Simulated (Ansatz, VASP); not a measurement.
One calculation of Si, two programs

```
Si
1.0
     0.00000    2.73511    2.73511
     2.73511    0.00000    2.73511
     2.73511    2.73511    0.00000
Si
2
Direct
  0.00000 0.00000 0.00000
  0.25000 0.25000 0.25000
```

Alike in both runs: functional PBE; k mesh 10 × 10 × 10; occupations gaussian, width 0.01 eV; no spin polarisation.

Ansatz relaxed the structure, and its values are those at the end. VASP's run is a single point on that final structure, the one shown.

|  | VASP | Ansatz |
| --- | --- | --- |
| version | VASP 6.6.1 | Ansatz 0.2.0 |
| potentials or method | VASP PAW PBE potentials, release 64 (Si) | scalar-relativistic, plane waves, PAW |
| plane-wave cutoff (eV) | 500 | 420 |
| valence electrons in the cell | 8 | 8 |

Ansatz gave:

```
gap on the k mesh at the Fermi level (eV) : 0.62
least direct gap on the mesh (eV)         : 2.55
pressure (GPa)                            : 0.0
```

Question: What did VASP give for the same quantities?

Answer: gap on the k mesh at the Fermi level (eV): 0.62; least direct gap on the mesh (eV): 2.56; pressure (GPa): -0.1.

With one functional, cell and mesh, what is left measures potentials, basis and numerics.
